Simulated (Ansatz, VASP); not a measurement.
Two plane-wave programs on Si2Mo

```xyz
9
Lattice="4.5855 0.0000 0.0000 -2.2927 3.9711 0.0000 0.0000 0.0000 6.5798" Properties=species:S:1:pos:R:3 pbc="T T T"
Mo    1.1464    1.9856    5.4831
Mo   -1.1464    1.9856    1.0966
Mo    2.2927    0.0000    3.2899
Si    0.0000    1.3015    3.2899
Si    1.1656    3.3204    1.0966
Si    3.4583    0.6508    5.4831
Si    2.2927    2.6696    3.2899
Si    1.1272    0.6508    1.0966
Si   -1.1656    3.3204    5.4831
```

Alike in both runs: functional revPBE; k mesh 7 × 7 × 4; occupations fermi-dirac, width 0.05 eV; no spin polarisation.

```csv
,VASP,Ansatz
version,VASP 6.6.1,Ansatz 0.2.0
potentials or method,"VASP PAW PBE potentials, release 64 (Mo_sv, Si)",Ansatz PAW
plane-wave cutoff (eV),520,420
valence electrons in the cell,66,66
task,single point,band structure
```

|  | VASP | Ansatz | Ansatz less VASP |
| --- | --- | --- | --- |
| gap on the k mesh at the Fermi level (eV) | 0.27 | 0.28 | +0.001 |
| least direct gap on the mesh (eV) | 0.64 | 0.64 | +0.001 |
| pressure (GPa) | 5.4 | 5.5 | +0.12 |

VASP's potentials were made for PBE, not for revPBE.

Noted on Ansatz's run: the k mesh misses the band edges, so the gap on the mesh is wider than the one along the path.
